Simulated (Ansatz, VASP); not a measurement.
This is a calculation of Pd for Ansatz 0.2.0.

Contents of input.yaml:

```yaml
crystal:
  lattice:
    - [2.8021004509, 0.0, 0.0]
    - [-1.4010502255, 2.4266901745, 0.0]
    - [0.0, 0.0, 4.6595488139]
  atoms:
    - { symbol: Pd, position: [0.3333333333, 0.6666666667, 0.25] }
    - { symbol: Pd, position: [0.6666666667, 0.3333333333, 0.75] }
hamiltonian:
  xc: lda
  pseudopotentials: { kind: paw }
kpoints:
  mp_grid: { grid: [11, 11, 6] }
scf:
  occupations: { method: fermi_dirac, width: 0.05 }
output:
  forces: true
  stress: true
  eigenvalues: true
```

Potentials or basis: Ansatz PAW.

The run is started by

```bash
$ ansatz run input.yaml --threads 1 --pin off --max-ram 3584MiB --backend cpu --events-out ev --progress --plain --runs-dir out
```

Problem. Set up the same calculation for VASP 6.6.1. Potentials there: VASP PAW LDA potentials, release 64 (Pd).

Solution. As run (the cutoff follows the program's own potentials):

File INCAR:

```
  PREC = Accurate
  ENCUT = 520
  EDIFF = 1E-6
  ISMEAR = -1
  SIGMA = 0.05
  LREAL = False
  LASPH = True
  NELM = 100
  ALGO = Normal
  ISIF = 2
  LWAVE = False
  LCHARG = False
  NBANDS = 17
```

The input KPOINTS:

```
Automatic mesh
0
Gamma
  11 11 6
```

Contents of POSCAR:

```
Pd
1.0
    2.8021004509      0.0000000000      0.0000000000
   -1.4010502255      2.4266901745      0.0000000000
    0.0000000000      0.0000000000      4.6595488139
Pd
2
Direct
    0.3333333333      0.6666666667      0.2500000000
    0.6666666667      0.3333333333      0.7500000000
```

Potentials or basis: VASP PAW LDA potentials, release 64 (Pd).

Run with:

```console
$ cat potpaw_LDA.64/Pd/POTCAR > POTCAR
$ mpirun -np 1 vasp_std > vasp.out
```

Both were run:

|  | VASP | Ansatz | Ansatz less VASP |
| --- | --- | --- | --- |
| gap on the k mesh at the Fermi level (eV) | none | none | - |
| pressure (GPa) | -17.9 | -18.1 | -0.23 |
| traceless stress, the component that is largest in VASP (GPa) | 0.38 | 0.47 | +0.089 |

LDA's correlation is that of Perdew and Zunger in VASP and of Perdew and Wang (1992) in Ansatz. A gap of «none» marks a metal or a gap that the smearing closes. VASP's potentials hold 20 valence electrons a cell and Ansatz's 36, so a difference there can come from the potentials and not from the codes.
